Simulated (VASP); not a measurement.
Here is a VASP 6.6.1 calculation.

Contents of INCAR:

```
ALGO = Normal
EDIFF = 1E-6
ENCUT = 500
GGA = PE
GGA_COMPAT = False
ISIF = 2
ISMEAR = 0
LASPH = True
LCHARG = True
LELF = True
LREAL = False
LVHAR = True
LWAVE = False
NBANDS = 42
NELM = 120
PREC = Accurate
SIGMA = 0.1
```

Contents of KPOINTS:

```
k-points
0
Gamma
  4 4 4
```

POSCAR

```
TaGaMo3
1.0
    4.1999538400      0.0000000000      0.0000000000
    0.0000000000      4.1999538400      0.0000000000
    0.0000000000      0.0000000000      4.7201525700
Ta Ga Mo
1 1 3
Direct
    0.0000000000      0.0000000000      0.0000000000
    0.5000000000      0.5000000000      0.5000000000
    0.0000000000      0.0000000000      0.5000000000
    0.0000000000      0.5000000000      0.0000000000
    0.5000000000      0.0000000000      0.0000000000
```

Potentials or basis: VASP PAW PBE potentials, release 64 (Ta_sv_GW, Ga_d, Mo_sv).

Command:

```sh
$ cat potpaw_PBE.64/Ta_sv_GW/POTCAR potpaw_PBE.64/Ga_d/POTCAR potpaw_PBE.64/Mo_sv/POTCAR > POTCAR
$ mpirun -np 1 vasp_std > vasp.out
```

(1) Predict the band gap on the k mesh.

(2) Predict the pressure.

## Answers

(1) zero (bands 34 and 35 overlap by 1.18 eV).

(2) 56.3 GPa.

Caveat: the k points lie up to 0.37 Å⁻¹ apart, too coarse for converged energies and pressures of a metal; atoms lie so close that the PAW spheres overlap strongly, which falsifies energies and pressures; spin-orbit coupling is left out, which moves the levels of the heavy elements.
